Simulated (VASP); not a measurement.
# SnO2 (Fm-3m) in VASP: a series of runs, part 2 of 2

VASP 6.6.1.

### 4 Single point, r2SCAN

This run uses another cell than the first one, of 11.60 Å³/atom, 0.981 times its volume.

POSCAR

```
SnO2
1.0
    0.0000000000      2.5911978478      2.5911978478
    2.5911978478      0.0000000000      2.5911978478
    2.5911978478      2.5911978478      0.0000000000
Sn O
1 2
Direct
    0.0000000000      0.0000000000      0.0000000000
    0.7500000000      0.7500000000      0.7500000000
    0.2500000000      0.2500000000      0.2500000000
```

INCAR.step1

```
SYSTEM = SnO2
ALGO     = Normal         ! electronic algorithm
EDIFF    = 1E-4           ! SCF threshold, eV
ENCUT    = 520            ! plane-wave cutoff, eV
GGA      = PE             ! functional
ISMEAR   = -1             ! smearing method
LASPH    = .True.         ! aspherical terms in the spheres
LCHARG   = .False.        ! write CHGCAR
LREAL    = .False.        ! projectors in reciprocal space
LWAVE    = .True.         ! write WAVECAR
NBANDS   = 20             ! bands
NELM     = 100            ! most SCF steps
PREC     = Accurate       ! precision mode
SIGMA    = 0.05           ! smearing width, eV
```

INCAR.step2

```
SYSTEM = SnO2
ALGO     = Normal         ! electronic algorithm
EDIFF    = 1E-7           ! SCF threshold, eV
ENCUT    = 520            ! plane-wave cutoff, eV
ISIF     = 2              ! what is computed and relaxed
ISMEAR   = -1             ! smearing method
ISTART   = 1            
LASPH    = .True.         ! aspherical terms in the spheres
LCHARG   = .False.        ! write CHGCAR
LMIXTAU  = .True.       
LREAL    = .False.        ! projectors in reciprocal space
LWAVE    = .False.        ! write WAVECAR
METAGGA  = R2SCAN         ! meta-GGA
NBANDS   = 20             ! bands
NELM     = 100            ! most SCF steps
PREC     = Accurate       ! precision mode
SIGMA    = 0.05           ! smearing width, eV
```

KPOINTS

```
k-points
0
Gamma
  9 9 9
  0 0 0
```

Potentials or basis: VASP PAW PBE potentials, release 64 (Sn_d, O).

The run is started by

```
$ cat potpaw_PBE.64/Sn_d/POTCAR potpaw_PBE.64/O/POTCAR > POTCAR
$ cp INCAR.step1 INCAR
$ mpirun -np 1 vasp_std > vasp.out
$ cp INCAR.step2 INCAR
$ mpirun -np 1 vasp_std > vasp.out
```

OUTCAR:

```text
SYSTEM = SnO2
   EDIFF = 1E-7
   ENCUT = 520
   ISIF = 2
   ISMEAR = -1
   ISTART = 1
   LASPH = .True.
   LREAL = .False.
   METAGGA = R2SCAN
   NELM = 100
   PREC = Accurate

 ion  position               nearest neighbor table
   1  0.000  0.000  0.000-   2 2.24   2 2.24   2 2.24   2 2.24   3 2.24   3 2.24   3 2.24   3 2.24

   2  0.750  0.750  0.750-   1 2.24   1 2.24   1 2.24   1 2.24
   3  0.250  0.250  0.250-   1 2.24   1 2.24   1 2.24   1 2.24

  LATTYP: Found a face centered cubic cell.
 ALAT       =     5.1823956956

  Lattice vectors:

 A1 = (   0.0000000000,   2.5911978478,   2.5911978478)
 A2 = (   2.5911978478,   0.0000000000,   2.5911978478)
 A3 = (   2.5911978478,   2.5911978478,   0.0000000000)

Analysis of symmetry for initial positions (statically):
=====================================================================
 Subroutine PRICEL returns:
 Original cell was already a primitive cell.

 Routine SETGRP: Setting up the symmetry group for a
 face centered cubic supercell.

 Subroutine GETGRP returns: Found 48 space group operations
 (whereof 48 operations were pure point group operations)
 out of a pool of 48 trial point group operations.

The static configuration has the point symmetry O_h .

Analysis of symmetry for dynamics (positions and initial velocities):
=====================================================================
 Subroutine PRICEL returns:
 Original cell was already a primitive cell.

 Routine SETGRP: Setting up the symmetry group for a
 face centered cubic supercell.

 Subroutine GETGRP returns: Found 48 space group operations
 (whereof 48 operations were pure point group operations)
 out of a pool of 48 trial point group operations.

The dynamic configuration has the point symmetry O_h .

 Subroutine INISYM returns: Found 48 space group operations
 (whereof 48 operations are pure point group operations),
[... 112 lines left out ...]
   EFERMI =   0.00;   METHOD = LEGACY
   ISMEAR =    -1;   SIGMA  =   0.05  broadening in eV -4-tet -1-fermi 0-gaus
   EFERMI_NEDOS =   21; number of points for ismear=-14 and -15
   IALGO  =     38    algorithm
   IMIX   =      4    mixing-type and parameters
     AMIX     =   0.40;   BMIX     =  1.00
     AMIX_MAG =   1.60;   BMIX_MAG =  1.00
  volume/ion in A,a.u.               =      11.60        78.27
  Fermi-wavevector in a.u.,A,eV,Ry     =   1.485555  2.807292 30.026335  2.206873
  Thomas-Fermi vector in A             =   2.598952
   LORBIT       =      0    0 simple, 1 ext, 2 COOP (PROOUT), +10 PAW based schemes
   METAGGA = R2SCAN    functional components
   LHFCALC =     F    Hartree Fock is set to
   AEXX    =    0.0000 exact exchange contribution
   IVDW    =     0    specifies the selected vdW correction
   LEPSILON=     F    determine dielectric tensor
   LRPA    =     F    only Hartree local field effects (RPA)
 non-spin polarized calculation
  energy-cutoff  :      520.00
  volume of cell :       34.80
 maximum number of plane-waves:       954
   NGX = 13   NGY = 13   NGZ = 13

 number of electron      26.0000003 magnetization

 Free energy of the ion-electron system (eV)
  ---------------------------------------------------
  ext. energy  EPLUGINS =         0.00000000
  ---------------------------------------------------
  free energy    TOTEN  =       -41.40409920 eV

  energy without entropy =      -41.40355866  energy(sigma->0) =      -41.40382893

 E-fermi :   6.9182     XC(G=0): -12.3678

 val. band max:        6.9160365258   @ k =   0.0000   0.0000   0.0000
 cond. band min:       8.0805254389   @ k =   0.1111   0.0000   0.0000
 fundamental gap:      1.1644889131
 Fermi energy:         6.9182123162

 k-point     1 :       0.0000    0.0000    0.0000
  band No.  band energies     occupation
      1     -14.4366      2.00000
      2     -14.4366      2.00000
      3     -14.4366      2.00000
      4     -14.3010      2.00000
      5     -14.3010      2.00000
      6     -13.3368      2.00000
[... 541 lines left out ...]
     19      24.7600      0.00000
     20      25.0561      0.00000

 [... further k-points ...]

------------------------ aborting loop because EDIFF is reached ----------------------------------------

  FORCE on cell =-STRESS in cart. coord.  units (eV):
  Direction    XX          YY          ZZ          XY          YZ          ZX
  --------------------------------------------------------------------------------------
  -------------------------------------------------------------------------------------
  Total       -2.6018924     -2.6018924     -2.6018924      0.0000000      0.0000000      0.0000000
  in kB     -119.8031374   -119.8031374   -119.8031374      0.0000000      0.0000000      0.0000000
  external PRESSURE =    -119.8031374 kB  Pullay stress =       0.0000000 kB

 VOLUME and BASIS-vectors are now :
 -----------------------------------------------------------------------------
  energy-cutoff  :      520.00
  volume of cell :       34.80
      direct lattice vectors                 reciprocal lattice vectors
     0.000000000  2.591197848  2.591197848    -0.192960951  0.192960951  0.192960951
     2.591197848  0.000000000  2.591197848     0.192960951 -0.192960951  0.192960951
     2.591197848  2.591197848  0.000000000     0.192960951  0.192960951 -0.192960951

 POSITION                                       TOTAL-FORCE (eV/Angst)
 -----------------------------------------------------------------------------------
      0.00000      0.00000      0.00000        -0.000000     -0.000000      0.000000
      3.88680      3.88680      3.88680         0.000000     -0.000000      0.000000
      1.29560      1.29560      1.29560        -0.000000      0.000000     -0.000000
 -----------------------------------------------------------------------------------
    total drift:                               -0.000000     -0.000000      0.000000

  FREE ENERGIE OF THE ION-ELECTRON SYSTEM (eV)
  ---------------------------------------------------
  free  energy   TOTEN  =       -41.4040991961 eV

  energy  without entropy=      -41.4035586564  energy(sigma->0) =      -41.40382893
```

OUTCAR.step1:

```text
SYSTEM = SnO2
   EDIFF = 1E-4
   ENCUT = 520
   GGA = PE
   ISMEAR = -1
   LASPH = .True.
   LREAL = .False.
   NELM = 100
[... 774 lines left out ...]
      0.00000      0.00000      0.00000        -0.000000      0.000000      0.000000
      3.88680      3.88680      3.88680         0.000000     -0.000000      0.000000
      1.29560      1.29560      1.29560        -0.000000     -0.000000     -0.000000
 -----------------------------------------------------------------------------------
    total drift:                               -0.000000     -0.000000      0.000000

  FREE ENERGIE OF THE ION-ELECTRON SYSTEM (eV)
  ---------------------------------------------------
  free  energy   TOTEN  =       -17.9111950798 eV

  energy  without entropy=      -17.9104101619  energy(sigma->0) =      -17.91080262
```

Run time: 73 s. Hardware: 1 thread of Intel Xeon 6975P-C, shared host; peak memory 0.18 GiB.

What came out:

```yaml
Free_energy: -41.4041 eV
Pressure: -12.0 GPa
```

Levels at points of the mesh, in eV from the Fermi level:
```csv
k point,band 11,band 12,band 13,band 14,band 15,band 16
"(0.00, 0.00, 0.00)",-1.47,-1.47,-1.47,0.00,7.46,7.46
```

Caveat: the PAW data sets were made with another functional, which shifts forces and pressure a little; spin-orbit coupling is left out, which moves the levels of the heavy elements.

### 5 Single point, r2SCAN

POSCAR

```
SnO2
1.0
    0.0000000000      2.6080242793      2.6080242793
    2.6080242793      0.0000000000      2.6080242793
    2.6080242793      2.6080242793      0.0000000000
Sn O
1 2
Direct
    0.0000000000      0.0000000000      0.0000000000
    0.7500000000      0.7500000000      0.7500000000
    0.2500000000      0.2500000000      0.2500000000
```

INCAR.step1

```
PREC     = Accurate       # precision mode
ENCUT    = 520            # plane-wave cutoff, eV
ISMEAR   = -1             # smearing method
SIGMA    = 0.05           # smearing width, eV
LREAL    = False          # projectors in reciprocal space
LASPH    = True           # aspherical terms in the spheres
NELM     = 60             # most SCF steps
NBANDS   = 20             # bands
GGA      = PE             # functional
ALGO     = Normal         # electronic algorithm
EDIFF    = 1E-4           # SCF threshold, eV
LWAVE    = True           # write WAVECAR
LCHARG   = False          # write CHGCAR
```

INCAR.step2

```
PREC     = Accurate       # precision mode
ENCUT    = 520            # plane-wave cutoff, eV
EDIFF    = 1E-7           # SCF threshold, eV
ISMEAR   = -1             # smearing method
SIGMA    = 0.05           # smearing width, eV
LREAL    = False          # projectors in reciprocal space
LASPH    = True           # aspherical terms in the spheres
NELM     = 60             # most SCF steps
ALGO     = Normal         # electronic algorithm
ISIF     = 2              # what is computed and relaxed
LWAVE    = False          # write WAVECAR
LCHARG   = False          # write CHGCAR
METAGGA  = R2SCAN         # meta-GGA
LMIXTAU  = True         
NBANDS   = 20             # bands
ISTART   = 1
```

KPOINTS

```
regular mesh
0
Gamma
  9 9 9
```

The run is started by

```
$ cat potpaw_PBE.64/Sn_d/POTCAR potpaw_PBE.64/O/POTCAR > POTCAR
$ cp INCAR.step1 INCAR
$ mpirun -np 1 vasp_std > vasp.out
$ cp INCAR.step2 INCAR
$ mpirun -np 1 vasp_std > vasp.out
```

Wall time 66 s (1 thread of Intel Xeon 6975P-C, shared host); peak memory 0.18 GiB.

It converged, with:

```yaml
Free_energy: -41.3478 eV
Pressure: -15.0 GPa
```

Levels at points of the mesh, in eV from the Fermi level:
```tsv
k point	band 9	band 10	band 11	band 12	band 13	band 14	band 15	band 16	band 17	band 18
(0.00, 0.00, 0.00)	-2.90	-2.90	-1.41	-1.41	-1.41	-0.16	7.41	7.41	7.41	13.14
```

Caveat: the PAW data sets were made with another functional, which shifts forces and pressure a little; spin-orbit coupling is left out, which moves the levels of the heavy elements.

### 6 The runs side by side

```tsv
level	cell	gap on the mesh (eV)	pressure (GPa)
PBE	a = 3.688 Å, angles 60.0°, 3 atoms	none	-6.6
r2SCAN	a = 3.640 Å, angles 60.0°, 3 atoms	0.45	-8.6
r2SCAN	a = 3.665 Å, angles 60.0°, 3 atoms	-	-12.0
r2SCAN	a = 3.688 Å, angles 60.0°, 3 atoms	-	-15.0
```

Alike in all rows: task single point; potentials or basis VASP PAW PBE potentials, release 64 (Sn_d, O); no spin polarisation; k mesh 9 × 9 × 9; cutoff (eV) 520; smearing fermi-dirac 0.05 eV.

Caveats: spin-orbit coupling is left out, which moves the levels of the heavy elements; the PAW data sets were made with another functional, which shifts forces and pressure a little (some runs).

Absolute energies hang on the potentials; compare differences alone.
